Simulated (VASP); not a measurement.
Write the native input for VASP 6.6.1 that does the following.

* Task: electric field gradients
* Functional: PBEsol
* Potentials or basis: VASP PAW PBE potentials, release 64 (Pb_d, O)
* Cutoff: 520 eV
* k mesh: 5 × 5 × 7
* Occupations: fermi-dirac, width 0.02 eV
* Spin: no spin polarisation
* Dipole correction: no
* Further INCAR settings: ALGO = Normal; EDIFF = 1e-08; NBANDS = 35

The structure of PbO2 lies in POSCAR:

```
PbO2
1.0
    4.9578000000      0.0000000000      0.0000000000
    0.0000000000      4.9578000000      0.0000000000
    0.0000000000      0.0000000000      3.3878000000
Pb O
2 4
Direct
    0.0000000000      0.0000000000      0.0000000000
    0.5000000000      0.5000000000      0.5000000000
    0.3067000000      0.3067000000      0.0000000000
    0.1933000000      0.8067000000      0.5000000000
    0.6933000000      0.6933000000      0.0000000000
    0.8067000000      0.1933000000      0.5000000000
```

The input as run:

INCAR

```
  ALGO = Normal
  EDIFF = 1E-8
  ENCUT = 520
  GGA = PS
  ISIF = 2
  ISMEAR = -1
  LASPH = True
  LCHARG = False
  LEFG = True
  LREAL = False
  LWAVE = False
  NBANDS = 35
  NELM = 100
  PREC = Accurate
  SIGMA = 0.02
```

KPOINTS

```
k-points
0
Gamma
  5 5 7
```

Potentials or basis: VASP PAW PBE potentials, release 64 (Pb_d, O).

Run with:

```console
$ cat potpaw_PBE.64/Pb_d/POTCAR potpaw_PBE.64/O/POTCAR > POTCAR
$ mpirun -np 1 vasp_std > vasp.out
```

It gave:

The pressure is 3.5 GPa and the largest force is 0.044 eV/Å. The band gap on the k mesh is 0.14 eV, indirect (least direct gap 0.39 eV).

Caveat: without QUAD_EFG the Cq values of the log hold for a quadrupole moment of 1 mb, not for the nuclei; the PAW data sets were made with another functional, which shifts forces and pressure a little; spin-orbit coupling is left out, which moves the levels of the heavy elements.

Wall time 51 s on 1 thread of Intel(R) Xeon(R) Platinum 8559C (Emerald Rapids), on a shared host, peak memory 0.22 GiB.
